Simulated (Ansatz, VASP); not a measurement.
PbS in VASP and in Ansatz

```
Pb S
1.0
     0.00000    2.90570    2.96500
     2.90570    0.00000    2.96500
     2.90570    2.90570    0.00000
Pb S
1 1
Direct
  0.00000 0.00000 0.00000
  0.50000 0.50000 0.50000
```

Change from the starting cell: strain -0.0200 x Voigt [1, 1, 0, 0, 0, 0], atoms carried along.

Alike in both runs: task single point; functional PBE; k mesh 10 × 10 × 10; occupations gaussian, width 0.03 eV; no spin polarisation.

```csv
,VASP,Ansatz
version,VASP 6.6.1,Ansatz 0.2.0
potentials or method,"VASP PAW PBE potentials, release 64 (Pb_d, S), cutoff 520 eV","scalar-relativistic, plane waves, PAW"
valence electrons in the cell,20,20
```

VASP gave:

| Item | Value |
| --- | --- |
| gap on the k mesh at the Fermi level (eV) | 0.19 |
| least direct gap on the mesh (eV) | 0.19 |
| pressure (GPa) | 5.0 |
| traceless stress, the component that is largest in VASP (GPa) | -2.05 |

Estimate Ansatz's values.

gap on the k mesh at the Fermi level (eV): 0.18; least direct gap on the mesh (eV): 0.18; pressure (GPa): 5.1; traceless stress, the component that is largest in VASP (GPa): -2.05.

Spin-orbit coupling is off throughout.
